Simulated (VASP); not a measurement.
Si3Au, 4 atoms in the cell. Symmetry: Fm-3m, No. 225, cubic system. The conventional cell has a = 6.227 Å, b = 6.227 Å, c = 6.227 Å, α = 90.00°, β = 90.00°, γ = 90.00°. Within 3.6 Å of Si (site symmetry m-3m) lie 8 Si at 2.70 Å and 6 Au at 3.11 Å. Within 3.6 Å of Si (site symmetry -43m) lie 10 Si at 2.70 to 3.11 Å and 4 Au at 2.70 Å. Au (site symmetry m-3m) has 14 Si at 2.70 to 3.11 Å within 3.6 Å. 

```yaml
Program: VASP 6.6.1
Task: single point
Functional: PBE
Potentials_or_basis: VASP PAW PBE potentials, release 64 (Si, Au)
Cutoff: 520 eV
k_mesh: 6 × 6 × 6
Occupations: gaussian, width 0.1 eV
Spin: no spin polarisation
Dipole_correction: no
Further_INCAR_settings: ALGO = Normal; EDIFF = 1e-06; NBANDS = 20
```

Potentials or basis: VASP PAW PBE potentials, release 64 (Si, Au).

Command:

```sh
$ cat potpaw_PBE.64/Si/POTCAR potpaw_PBE.64/Au/POTCAR > POTCAR
$ mpirun -np 1 vasp_std > vasp.out
```

Hardware: 1 thread of Intel(R) Xeon(R) Platinum 8375C CPU @ 2.90GHz (Ice Lake) (shared host).

Estimate the wall time of this run.

Wall time 25 s on 1 thread of Intel(R) Xeon(R) Platinum 8375C CPU @ 2.90GHz (Ice Lake), on a shared host, peak memory 0.2 GiB. Counts: scf iterations 13, k points 16.
